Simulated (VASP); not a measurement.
Wanted: the native input for a VASP 6.6.1 run.

- Task: single point
- Functional: r2SCAN
- Potentials or basis: VASP PAW PBE potentials, release 64 (Hf_pv, N)
- Cutoff: 520 eV
- k mesh: 16 × 16 × 16
- Occupations: gaussian, width 0.1 eV
- Spin: no spin polarisation
- Dipole correction: no
- Further INCAR settings: ALGO = Normal; EDIFF = 1e-06; NBANDS = 14

HfN:

```xyz
2
Lattice="0.0000 2.2627 2.2627 2.2627 0.0000 2.2627 2.2627 2.2627 0.0000" Properties=species:S:1:pos:R:3 pbc="T T T"
Hf    0.0000    0.0000    0.0000
N     2.2627    2.2627    2.2627
```

One way to write it, as run:

POSCAR

```
HfN
1.0
    0.0000000000      2.2627375552      2.2627375552
    2.2627375552      0.0000000000      2.2627375552
    2.2627375552      2.2627375552      0.0000000000
Hf N
1 1
Direct
    0.0000000000      0.0000000000      0.0000000000
    0.5000000000      0.5000000000      0.5000000000
```

INCAR.step1

```
SYSTEM = HfN
  PREC = Accurate
  ENCUT = 520
  ISMEAR = 0
  SIGMA = 0.1
  LREAL = .False.
  LASPH = .True.
  NELM = 80
  NBANDS = 14
  GGA = PE
  ALGO = Normal
  EDIFF = 1E-4
  LWAVE = .True.
  LCHARG = .False.
```

INCAR.step2

```
SYSTEM = HfN
  PREC = Accurate
  ENCUT = 520
  EDIFF = 1E-6
  ISMEAR = 0
  SIGMA = 0.1
  LREAL = .False.
  LASPH = .True.
  NELM = 80
  ALGO = Normal
  ISIF = 2
  LWAVE = .False.
  LCHARG = .False.
  METAGGA = R2SCAN
  LMIXTAU = .True.
  NBANDS = 14
  ISTART = 1
```

KPOINTS

```
regular mesh
0
Gamma
  16 16 16
  0 0 0
```

Potentials or basis: VASP PAW PBE potentials, release 64 (Hf_pv, N).

Launch:

```sh
$ cat potpaw_PBE.64/Hf_pv/POTCAR potpaw_PBE.64/N/POTCAR > POTCAR
$ cp INCAR.step1 INCAR
$ mpirun -np 1 vasp_std > vasp.out
$ cp INCAR.step2 INCAR
$ mpirun -np 1 vasp_std > vasp.out
```

It gave:

* Pressure: -2.7 GPa

Caveat: the PAW data sets were made with another functional, which shifts forces and pressure a little.

Run time: 50 s on 1 thread of Intel(R) Xeon(R) 6975P-C (Granite Rapids) (shared host), peak memory 0.18 GiB.
